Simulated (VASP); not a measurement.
A run of VASP 6.6.1:

Contents of INCAR:

```
  PREC = Accurate
  ENCUT = 600
  EDIFF = 1E-6
  ISMEAR = -1
  SIGMA = 0.15
  LREAL = F
  LASPH = T
  NELM = 80
  ALGO = Normal
  ISIF = 3
  LWAVE = F
  LCHARG = F
  GGA = PE
  IBRION = 2
  NSW = 80
  EDIFFG = -0.001
  PSTRESS = 160.0
```

File KPOINTS:

```
regular mesh
0
Gamma
  12 12 12
```

The input POSCAR:

```
InSb
1.0
    0.0000000000      3.3185740835      3.3185740835
    3.3185740835      0.0000000000      3.3185740835
    3.3185740835      3.3185740835      0.0000000000
In Sb
1 1
Direct
    0.0000000000      0.0000000000      0.0000000000
    0.7500000000      0.7500000000      0.7500000000
```

Potentials or basis: VASP PAW PBE potentials, release 64 (In_d, Sb).

Run with:

```console
$ cat potpaw_PBE.64/In_d/POTCAR potpaw_PBE.64/Sb/POTCAR > POTCAR
$ mpirun -np 1 vasp_std > vasp.out
```

Hardware: 1 thread of AMD EPYC 9R45 96-Core Processor (Zen 5) (shared host).

**Question.** Estimate the wall time of this run.

**Answer.** It took 4.5 min on 1 thread of AMD EPYC 9R45 96-Core Processor (Zen 5), on a shared host, peak memory 0.29 GiB. Counts: scf iterations 70, k points 72, ion steps 12.
